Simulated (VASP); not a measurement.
A run of VASP 6.6.1 is set up as follows.

The input INCAR:

```
PREC = Accurate
ENCUT = 520
EDIFF = 1E-6
ISMEAR = -1
SIGMA = 0.05
LREAL = F
LASPH = T
NELM = 60
ALGO = Normal
ISIF = 2
LWAVE = F
LCHARG = F
GGA = PS
IVDW = 12
NBANDS = 30
```

KPOINTS

```
Automatic mesh
0
Gamma
  6 6 6
```

The input POSCAR:

```
CsGa
1.0
    0.0000000000      4.0341668935      4.0341668935
    4.0341668935      0.0000000000      4.0341668935
    4.0341668935      4.0341668935      0.0000000000
Cs Ga
2 2
Direct
    0.1250000000      0.1250000000      0.1250000000
   -0.1250000000     -0.1250000000     -0.1250000000
    0.3750000000      0.3750000000      0.3750000000
   -0.3750000000     -0.3750000000     -0.3750000000
```

Potentials or basis: VASP PAW PBE potentials, release 64 (Cs_sv, Ga_d).

The run is started by

```console
$ cat potpaw_PBE.64/Cs_sv/POTCAR potpaw_PBE.64/Ga_d/POTCAR > POTCAR
$ mpirun -np 1 vasp_std > vasp.out
```

Question: What does it give for the pressure?

Answer: -1.2 GPa.

Question: What does it give for the dispersion energy per atom?

Answer: -0.278 eV.

Caveat: three body term missing; the PAW data sets were made with another functional, which shifts forces and pressure a little.
